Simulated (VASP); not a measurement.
Input of a VASP 6.6.1 run:

The input INCAR:

```
PREC = Accurate
ENCUT = 520
EDIFF = 1E-7
ISMEAR = 0
SIGMA = 0.05
LREAL = False
LASPH = True
NELM = 60
ALGO = Normal
ISIF = 2
LWAVE = False
LCHARG = False
GGA = CA
NBANDS = 25
```

KPOINTS

```
regular mesh
0
Gamma
  6 6 10
```

The input POSCAR:

```
SiO2
1.0
    4.1155709471      0.0000000000      0.0000000000
    0.0000000000      4.1155709471      0.0000000000
    0.0000000000      0.0000000000      2.2787916334
Si O
2 4
Direct
    0.5000000000      0.5000000000      0.5000000000
    0.0000000000      0.0000000000      0.0000000000
    0.6944252994      0.6944252994      0.0000000000
    0.1944252994      0.8055747006      0.5000000000
    0.3055747006      0.3055747006      0.0000000000
    0.8055747006      0.1944252994      0.5000000000
```

Potentials or basis: VASP PAW LDA potentials, release 64 (Si, O).

Launch:

```sh
$ cat potpaw_LDA.64/Si/POTCAR potpaw_LDA.64/O/POTCAR > POTCAR
$ mpirun -np 1 vasp_std > vasp.out
```

**Question.** What does it give for the largest force?

**Answer.** 1.803 eV/Å.

**Question.** Estimate the band gap on the k mesh.

**Answer.** 8.87 eV.

**Question.** What does it give for the pressure?

**Answer.** 102.5 GPa.

Stress tensor (GPa, compression positive):
```
 55.38   0.00   0.00
  0.00  55.38   0.00
  0.00   0.00 196.69
```

Caveat: the cell stands under pressure; forces of over 1 eV/Å act on the atoms, so gaps and moduli don't describe the material at rest. A k mesh can miss the band edges.
